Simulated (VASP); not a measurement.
# CoPdO2 (R-3m) in VASP: a series of runs

CoPdO2 is run at these levels: r2SCAN, LDA; tasks: single point.

Program: VASP 6.6.1. These are calculated values, not measurements. Logs are shortened: lines on timing, memory, paths and dates and some standing lists are left out, and cuts for length are marked.

## Step 1: The cell of the first run

It takes space group R-3m (No. 166, trigonal). The conventional cell has a = 2.825 Å, b = 2.825 Å, c = 17.632 Å, α = 90.00°, β = 90.00°, γ = 120.00°. Within 2.6 Å of Pd (site symmetry -3m) lie 2 O at 1.98 Å. Within 2.5 Å of Co (site symmetry -3m) lie 6 O at 1.89 Å. O (site symmetry 3m) has 3 Co at 1.89 Å and 1 Pd at 1.98 Å and 3 O at 2.51 Å within 2.6 Å.

## Step 2: Single point, r2SCAN, collinear spin, ferromagnetic start

The input, POSCAR:

```
CoPdO2
1.0
    1.4123403745      0.8154150954      5.8772512790
   -1.4123403745      0.8154150954      5.8772512790
    0.0000000000     -1.6308301908      5.8772512790
Pd Co O
1 1 2
Direct
    0.0000000000      0.0000000000      0.0000000000
    0.5000000000      0.5000000000      0.5000000000
    0.1124760000      0.1124760000      0.1124760000
    0.8875240000      0.8875240000      0.8875240000
```

The input, INCAR.step1:

```
ALGO     = Normal         # electronic algorithm
EDIFF    = 1E-4           # SCF threshold, eV
ENCUT    = 520            # plane-wave cutoff, eV
GGA      = PE             # functional
ISMEAR   = -1             # smearing method
ISPIN    = 2              # spin polarisation
LASPH    = T              # aspherical terms in the spheres
LCHARG   = F              # write CHGCAR
LMAXMIX  = 4              # l up to which the mixer works
LREAL    = F              # projectors in reciprocal space
LWAVE    = T              # write WAVECAR
MAGMOM   = 0 2 0 0        # initial moments
NBANDS   = 28             # bands
NELM     = 150            # most SCF steps
PREC     = Accurate       # precision mode
SIGMA    = 0.05           # smearing width, eV
```

The input, INCAR.step2:

```
ALGO     = Normal         # electronic algorithm
EDIFF    = 1E-6           # SCF threshold, eV
ENCUT    = 520            # plane-wave cutoff, eV
ISIF     = 2              # what is computed and relaxed
ISMEAR   = -1             # smearing method
ISPIN    = 2              # spin polarisation
ISTART   = 1            
LASPH    = T              # aspherical terms in the spheres
LCHARG   = F              # write CHGCAR
LMAXMIX  = 4              # l up to which the mixer works
LMIXTAU  = T            
LORBIT   = 11             # projections on sites
LREAL    = F              # projectors in reciprocal space
LWAVE    = F              # write WAVECAR
MAGMOM   = 0 2 0 0        # initial moments
METAGGA  = R2SCAN         # meta-GGA
NBANDS   = 28             # bands
NELM     = 150            # most SCF steps
PREC     = Accurate       # precision mode
SIGMA    = 0.05           # smearing width, eV
```

The input, KPOINTS:

```
k-points
0
Gamma
  11 11 11
```

Potentials or basis: VASP PAW PBE potentials, release 64 (Pd, Co, O).

On the command line:

```sh
$ cat potpaw_PBE.64/Pd/POTCAR potpaw_PBE.64/Co/POTCAR potpaw_PBE.64/O/POTCAR > POTCAR
$ cp INCAR.step1 INCAR
$ mpirun -np 1 vasp_std > vasp.out
$ cp INCAR.step2 INCAR
$ mpirun -np 1 vasp_std > vasp.out
```

OUTCAR:

```text
EDIFF = 1E-6
   ENCUT = 520
   ISIF = 2
   ISMEAR = -1
   ISPIN = 2
   ISTART = 1
   LASPH = T
   LORBIT = 11
   LREAL = F
   METAGGA = R2SCAN
   NELM = 150
   PREC = Accurate

 ion  position               nearest neighbor table
   1  0.000  0.000  0.000-   3 1.98   4 1.98
   2  0.500  0.500  0.500-   3 1.89   4 1.89   3 1.89   3 1.89   4 1.89   4 1.89
   3  0.112  0.112  0.112-   2 1.89   2 1.89   2 1.89   1 1.98
   4  0.888  0.888  0.888-   2 1.89   2 1.89   2 1.89   1 1.98

  LATTYP: Found a trigonal (rhomboedric) cell.
 ALAT       =     6.0993187905
 COS(alpha) =     0.8927626487

  Lattice vectors:

 A1 = (   1.4123403745,   0.8154150954,   5.8772512790)
 A2 = (  -1.4123403745,   0.8154150954,   5.8772512790)
 A3 = (   0.0000000000,  -1.6308301908,   5.8772512790)

Analysis of symmetry for initial positions (statically):
=====================================================================
 Subroutine PRICEL returns:
 Original cell was already a primitive cell.

 Routine SETGRP: Setting up the symmetry group for a
 trigonal (rhombohedral) supercell.

 Subroutine GETGRP returns: Found 12 space group operations
 (whereof 12 operations were pure point group operations)
 out of a pool of 12 trial point group operations.

The static configuration has the point symmetry D_3d.

Analysis of symmetry for dynamics (positions and initial velocities):
=====================================================================
 Subroutine PRICEL returns:
 Original cell was already a primitive cell.

 Routine SETGRP: Setting up the symmetry group for a
 trigonal (rhombohedral) supercell.

 Subroutine GETGRP returns: Found 12 space group operations
 (whereof 12 operations were pure point group operations)
 out of a pool of 12 trial point group operations.

The dynamic configuration has the point symmetry D_3d.

Analysis of structural, dynamic, and magnetic symmetry:
=====================================================================
 Subroutine PRICEL returns:
 Original cell was already a primitive cell.

 Routine SETGRP: Setting up the symmetry group for a
 trigonal (rhombohedral) supercell.

 Subroutine GETGRP returns: Found 12 space group operations
 (whereof 12 operations were pure point group operations)
 out of a pool of 12 trial point group operations.

The overall configuration has the point symmetry D_3d.

 Subroutine INISYM returns: Found 12 space group operations
 (whereof 12 operations are pure point group operations),
 and found     1 'primitive' translations

----------------------------------------------------------------------------------------

                                     Primitive cell

  volume of cell :      40.6110

  direct lattice vectors                    reciprocal lattice vectors
     1.412340375  0.815415095  5.877251279     0.354022309  0.204394875  0.056715855
    -1.412340375  0.815415095  5.877251279    -0.354022309  0.204394875  0.056715855
     0.000000000 -1.630830191  5.877251279     0.000000000 -0.408789750  0.056715855

  length of vectors
     6.099318790  6.099318790  6.099318790     0.412705401  0.412705401  0.412705401

  position of ions in fractional coordinates (direct lattice)
     0.000000000  0.000000000  0.000000000
     0.500000000  0.500000000  0.500000000
     0.112476000  0.112476000  0.112476000
     0.887524000  0.887524000  0.887524000

  ion indices of the primitive-cell ions
   primitive index   ion index
                 1           1
                 2           2
                 3           3
                 4           4

----------------------------------------------------------------------------------------

 KPOINTS: k-points

Automatic generation of k-mesh.
 Grid dimensions read from file:
 generate k-points for:   11   11   11

 Generating k-lattice:

  Cartesian coordinates                     Fractional coordinates (reciprocal lattice)
     0.032183846  0.018581352  0.005155987     0.090909091 -0.000000000 -0.000000000
    -0.032183846  0.018581352  0.005155987    -0.000000000  0.090909091 -0.000000000
     0.000000000 -0.037162705  0.005155987    -0.000000000 -0.000000000  0.090909091

  Length of vectors
     0.037518673  0.037518673  0.037518673

  Shift w.r.t. Gamma in fractional coordinates (k-lattice)
     0.000000000  0.000000000  0.000000000

 Subroutine IBZKPT returns following result:
 ===========================================

 Found    146 irreducible k-points:

 Following reciprocal coordinates:
            Coordinates               Weight
  0.000000  0.000000  0.000000      1.000000
  0.090909 -0.000000  0.000000      6.000000
  0.181818 -0.000000  0.000000      6.000000
  0.272727  0.000000  0.000000      6.000000
  0.363636  0.000000  0.000000      6.000000
  0.454545  0.000000  0.000000      6.000000
[... 16 lines left out ...]
 -0.272727  0.181818 -0.000000     12.000000
 -0.181818  0.181818  0.000000      6.000000
 [... further k-points ...]
   k-points           NKPTS =    146   k-points in BZ     NKDIM =    146   number of bands    NBANDS=     28
   number of dos      NEDOS =    301   number of ions     NIONS =      4
   total plane-waves  NPLWV = 110592
   dimension x,y,z NGX =    48 NGY =   48 NGZ =   48
   dimension x,y,z NGXF=    96 NGYF=   96 NGZF=   96
   ions per type =               1   1   2
   NGX,Y,Z   is equivalent  to a cutoff of  13.08, 13.08, 13.08 a.u.
   NGXF,Y,Z  is equivalent  to a cutoff of  26.17, 26.17, 26.17 a.u.
 SYSTEM =  unknown system
   PREC   = accura    normal or accurate (medium, high low for compatibility)
   ISTART =      1    job   : 0-new  1-cont  2-samecut
   ICHARG =      0    charge: 1-file 2-atom 10-const
   ISPIN  =      2    spin polarized calculation?
   LNONCOLLINEAR =      F non collinear calculations
   LSORBIT =      F    spin-orbit coupling
   LASPH  =      T    aspherical Exc in radial PAW
   ENCUT  =  520.0 eV  38.22 Ry    6.18 a.u.  11.34 11.34 11.34*2*pi/ulx,y,z
   NELM   =    150;   NELMIN=  2; NELMDL=  0     # of ELM steps
   EDIFF  = 0.1E-05   stopping-criterion for ELM
   LREAL  =      F    real-space projection
   EDIFFG = 0.1E-04   stopping-criterion for IOM
   NSW    =      0    number of steps for IOM
   IBRION =     -1    ionic relax: 0-MD 1-quasi-New 2-CG
   NFREE  =      0    steps in history (QN), initial steepest desc. (CG)
   ISIF   =      2    stress and relaxation
   ISYM   =      2    0-nonsym 1-usesym 2-fastsym
   POTIM  = 0.5000    time-step for ionic-motion
   TEBEG  =    0.0;   TEEND  =   0.0 temperature during run
   PSTRESS=    0.0 pullay stress
   NELECT =      31.0000    total number of electrons
   NUPDOWN=      -1.0000    fix difference up-down
   EMIN   =  10.00;   EMAX   =-10.00  energy-range for DOS
   EFERMI =   0.00;   METHOD = LEGACY
   ISMEAR =    -1;   SIGMA  =   0.05  broadening in eV -4-tet -1-fermi 0-gaus
   EFERMI_NEDOS =   21; number of points for ismear=-14 and -15
   IALGO  =     38    algorithm
   IMIX   =      4    mixing-type and parameters
     AMIX     =   0.40;   BMIX     =  1.00
     AMIX_MAG =   1.60;   BMIX_MAG =  1.00
  volume/ion in A,a.u.               =      10.15        68.51
  Fermi-wavevector in a.u.,A,eV,Ry     =   1.496170  2.827351 30.456964  2.238524
  Thomas-Fermi vector in A             =   2.608221
   LORBIT       =     11    0 simple, 1 ext, 2 COOP (PROOUT), +10 PAW based schemes
   METAGGA = R2SCAN    functional components
   LHFCALC =     F    Hartree Fock is set to
   AEXX    =    0.0000 exact exchange contribution
   IVDW    =     0    specifies the selected vdW correction
   LEPSILON=     F    determine dielectric tensor
   LRPA    =     F    only Hartree local field effects (RPA)
 spin polarized calculation
  energy-cutoff  :      520.00
  volume of cell :       40.61
 maximum number of plane-waves:      1111
 NGX is ok and might be reduce to    48
   NGX = 23   NGY = 23   NGZ = 23

 number of electron      31.0000006 magnetization       0.0000001

 number of electron      31.0000006 magnetization      -0.0000001

 Free energy of the ion-electron system (eV)
  ---------------------------------------------------
  ext. energy  EPLUGINS =         0.00000000
  ---------------------------------------------------
  free energy    TOTEN  =       -52.42764815 eV

  energy without entropy =      -52.42573761  energy(sigma->0) =      -52.42669288

 E-fermi :   7.6991     XC(G=0): -13.3844

 val. band max:        7.5797249801   @ k =  -0.4545  -0.4545   0.1818
 cond. band min:       8.2102750500   @ k =   0.4545   0.3636   0.0000
 fundamental gap:      0.6305500700
 Fermi energy:         7.6990914289

 spin component 1

 k-point     1 :       0.0000    0.0000    0.0000
  band No.  band energies     occupation
      1     -14.3756      1.00000
      2     -12.4365      1.00000
      3      -1.0908      1.00000
      4       1.4756      1.00000
      5       1.4756      1.00000
      6       2.6304      1.00000
[... 19 lines left out ...]
     26      28.2730      0.00000
     27      29.7879      0.00000
[... 667 lines left out ...]
      5       1.5134      1.00000
      6       1.9558      1.00000
[... 19 lines left out ...]
     26      26.9920      0.00000
     27      27.5378      0.00000

 [... further k-points ...]

 spin component 2

 k-point     1 :       0.0000    0.0000    0.0000
  band No.  band energies     occupation
      1     -14.3756      1.00000
      2     -12.4365      1.00000
      3      -1.0908      1.00000
      4       1.4756      1.00000
      5       1.4756      1.00000
      6       2.6304      1.00000
[... 19 lines left out ...]
     26      28.2730      0.00000
     27      29.7879      0.00000
[... 667 lines left out ...]
      5       1.5134      1.00000
      6       1.9558      1.00000
[... 19 lines left out ...]
     26      26.9920      0.00000
     27      27.5378      0.00000

 [... further k-points ...]

 [bands above 27 left out]

------------------------ aborting loop because EDIFF is reached ----------------------------------------

  FORCE on cell =-STRESS in cart. coord.  units (eV):
  Direction    XX          YY          ZZ          XY          YZ          ZX
  --------------------------------------------------------------------------------------
  -------------------------------------------------------------------------------------
  Total        0.4604462      0.4604462      1.2375276      0.0000000     -0.0000000      0.0000000
  in kB       18.1654353     18.1654353     48.8227053      0.0000000     -0.0000000      0.0000000
  external PRESSURE =      28.3845253 kB  Pullay stress =       0.0000000 kB

 VOLUME and BASIS-vectors are now :
 -----------------------------------------------------------------------------
  energy-cutoff  :      520.00
  volume of cell :       40.61
      direct lattice vectors                 reciprocal lattice vectors
     1.412340375  0.815415095  5.877251279     0.354022309  0.204394875  0.056715855
    -1.412340375  0.815415095  5.877251279    -0.354022309  0.204394875  0.056715855
     0.000000000 -1.630830191  5.877251279     0.000000000 -0.408789750  0.056715855

 POSITION                                       TOTAL-FORCE (eV/Angst)
 -----------------------------------------------------------------------------------
      0.00000      0.00000      0.00000         0.000000      0.000000      0.000000
      0.00000      0.00000      8.81588         0.000000      0.000000      0.000000
      0.00000      0.00000      1.98315         0.000000     -0.000000     -0.008348
      0.00000      0.00000     15.64860         0.000000      0.000000      0.008348
 -----------------------------------------------------------------------------------
    total drift:                                0.000000      0.000000     -0.000000

  FREE ENERGIE OF THE ION-ELECTRON SYSTEM (eV)
  ---------------------------------------------------
  free  energy   TOTEN  =       -52.4276481545 eV

  energy  without entropy=      -52.4257376099  energy(sigma->0) =      -52.42669288

 total charge

# of ion       s       p       d       tot
------------------------------------------
    1        0.515   0.484   8.457   9.457
    2        0.451   0.708   7.306   8.465
    3        1.564   3.494   0.000   5.058
    4        1.564   3.494   0.000   5.058
--------------------------------------------------
tot          4.094   8.180  15.763  28.037

 magnetization (x)

# of ion       s       p       d       tot
------------------------------------------
    1       -0.000  -0.000  -0.000  -0.000
    2        0.000   0.000   0.000   0.000
    3       -0.000  -0.000   0.000  -0.000
    4       -0.000  -0.000   0.000  -0.000
--------------------------------------------------
tot         -0.000  -0.000   0.000  -0.000
```

Wall time 43 min (1 thread of Intel Xeon 6975P-C (Granite Rapids), shared host); peak memory 0.65 GiB.

Results:

```yaml
Free_energy: -52.4276 eV
Pressure: 2.8 GPa
Largest_force: 0.008 eV/Å
Net_moment: 0.00 μB per cell
Valence_electrons_inside_the_program's_atomic_spheres: Pd 9.46; Co 8.46; O 5.06
```

Forces in eV/Å, atoms in the order of the input:
```
Pd   0.000  0.000  0.000
Co   0.000  0.000  0.000
O    0.000  0.000 -0.008
O    0.000  0.000  0.008
```

Levels at points of the mesh, in eV from the Fermi level:
Spin up:
| k point | band 14 | band 15 | band 16 | band 17 | band 18 | band 19 |
| --- | --- | --- | --- | --- | --- | --- |
| (0.00, 0.00, 0.00) | -1.46 | -1.46 | -1.25 | 2.59 | 2.59 | 3.64 |
Spin down:
```tsv
k point	band 14	band 15	band 16	band 17	band 18	band 19
(0.00, 0.00, 0.00)	-1.46	-1.46	-1.25	2.59	2.59	3.64
```

Caveat: the moments typed at the start vanished in this run; the PAW data sets were made with another functional, which shifts forces and pressure a little; semilocal functionals often make such compounds metallic where correlation or magnetic order opens a gap, which also shifts bond lengths.

## Step 3: Single point, LDA, collinear spin, ferromagnetic start (10.79 Å³/atom)

This run uses another cell than the first one, of 10.79 Å³/atom.

The input, INCAR:

```
PREC = Accurate
ENCUT = 520
EDIFF = 1E-6
ISMEAR = -1
SIGMA = 0.05
LREAL = False
LASPH = True
NELM = 150
ALGO = Normal
ISIF = 2
LWAVE = False
LCHARG = False
ISPIN = 2
MAGMOM = 0 2 0 0
LORBIT = 11
LMAXMIX = 4
GGA = CA
NBANDS = 28
```

The input, KPOINTS:

```
Automatic mesh
0
Gamma
  11 11 11
```

The input, POSCAR:

```
CoPdO2
1.0
    1.4411715738      0.8320607961      5.9972281671
   -1.4411715738      0.8320607961      5.9972281671
    0.0000000000     -1.6641215921      5.9972281671
Pd Co O
1 1 2
Direct
    0.0000000000      0.0000000000      0.0000000000
    0.5000000000      0.5000000000      0.5000000000
    0.1124760000      0.1124760000      0.1124760000
    0.8875240000      0.8875240000      0.8875240000
```

Potentials or basis: VASP PAW LDA potentials, release 64 (Pd, Co, O).

On the command line:

```sh
$ cat potpaw_LDA.64/Pd/POTCAR potpaw_LDA.64/Co/POTCAR potpaw_LDA.64/O/POTCAR > POTCAR
$ mpirun -np 1 vasp_std > vasp.out
```

Wall time 18 min (1 thread of Intel Xeon Platinum 8259CL at 2.50GHz (Skylake/Cascade Lake), shared host); peak memory 0.49 GiB.

It converged, with:

```yaml
Free_energy: -29.6174 eV
Pressure: -20.7 GPa
Largest_force: 0.354 eV/Å
Net_moment: 0.00 μB per cell
Valence_electrons_inside_the_program's_atomic_spheres: Pd 9.31; Co 8.34; O 4.93
```

Forces in eV/Å, atoms in the order of the input:
```
Pd   0.000  0.000  0.000
Co   0.000  0.000  0.000
O    0.000  0.000  0.354
O    0.000  0.000 -0.354
```

Stress tensor (GPa, compression positive):
```
-19.18   0.00   0.00
  0.00 -19.18   0.00
  0.00   0.00 -23.82
```

Levels at points of the mesh, in eV from the Fermi level:
Spin up:
| k point | band 13 | band 14 | band 15 | band 16 | band 17 | band 18 | band 19 | band 20 |
| --- | --- | --- | --- | --- | --- | --- | --- | --- |
| (0.00, 0.00, 0.00) | -1.45 | -1.26 | -1.26 | -0.76 | 2.01 | 2.01 | 2.84 | 6.35 |
Spin down:
```tsv
k point	band 14	band 15	band 16	band 17	band 18	band 19
(0.00, 0.00, 0.00)	-1.26	-1.26	-0.76	2.01	2.01	2.84
```

Caveat: the cell stands under tension; the moments typed at the start vanished in this run; semilocal functionals often make such compounds metallic where correlation or magnetic order opens a gap, which also shifts bond lengths. With open d or f shells a metallic result of LDA can be an artefact of self-interaction; +U or a hybrid may open a gap.

## Step 4: Single point, LDA, collinear spin, ferromagnetic start (11.00 Å³/atom)

This run uses another cell than the first one, of 11.00 Å³/atom.

The input, INCAR:

```
SYSTEM = CoPdO2
PREC = Accurate
ENCUT = 520
EDIFF = 1E-6
ISMEAR = -1
SIGMA = 0.05
LREAL = .FALSE.
LASPH = .TRUE.
NELM = 150
ALGO = Normal
ISIF = 2
LWAVE = .FALSE.
LCHARG = .TRUE.
ISPIN = 2
MAGMOM = 0 2 0 0
LORBIT = 11
LMAXMIX = 4
GGA = CA
LELF = .TRUE.
LVHAR = .TRUE.
NBANDS = 28
```

The input, KPOINTS:

```
regular mesh
0
G
  11 11 11
  0 0 0
```

The input, POSCAR:

```
CoPdO2
1.0
    1.4505300930      0.8374639396      6.0361722983
   -1.4505300930      0.8374639396      6.0361722983
    0.0000000000     -1.6749278793      6.0361722983
Pd Co O
1 1 2
Direct
    0.0000000000      0.0000000000      0.0000000000
    0.5000000000      0.5000000000      0.5000000000
    0.1124760000      0.1124760000      0.1124760000
    0.8875240000      0.8875240000      0.8875240000
```

On the command line:

```sh
$ cat potpaw_LDA.64/Pd/POTCAR potpaw_LDA.64/Co/POTCAR potpaw_LDA.64/O/POTCAR > POTCAR
$ mpirun -np 1 vasp_std > vasp.out
```

It took 19 min on 1 thread of Intel Xeon Platinum 8259CL at 2.50GHz (Skylake/Cascade Lake), shared host; peak memory 0.49 GiB.

The run converged. Its results:

```yaml
Free_energy: -29.5005 eV
Pressure: -23.7 GPa
Largest_force: 0.412 eV/Å
Net_moment: 0.00 μB per cell
Valence_electrons_inside_the_program's_atomic_spheres: Pd 9.27; Co 8.28; O 4.92
```

Forces on the atoms (eV/Å):
```
Pd   0.000  0.000  0.000
Co   0.000  0.000  0.000
O    0.000  0.000  0.412
O    0.000  0.000 -0.412
```

Stress tensor (GPa, compression positive):
```
-21.85   0.00   0.00
  0.00 -21.85   0.00
  0.00   0.00 -27.40
```

Levels at points of the mesh, in eV from the Fermi level:
Spin up:
```tsv
k point	band 14	band 15	band 16	band 17	band 18	band 19
(0.00, 0.00, 0.00)	-1.22	-1.22	-0.73	1.96	1.96	2.74
```
Spin down:
```
           k point  band 13  band 14  band 15  band 16  band 17  band 18  band 19  band 20
(0.00, 0.00, 0.00)    -1.40    -1.22    -1.22    -0.73     1.96     1.96     2.74     6.33
```

Caveat: the stress differs along the axes, from -27 to -22 GPa; the moments typed at the start vanished in this run; semilocal functionals often make such compounds metallic where correlation or magnetic order opens a gap, which also shifts bond lengths. With open d or f shells a metallic result of LDA can be an artefact of self-interaction; +U or a hybrid may open a gap.
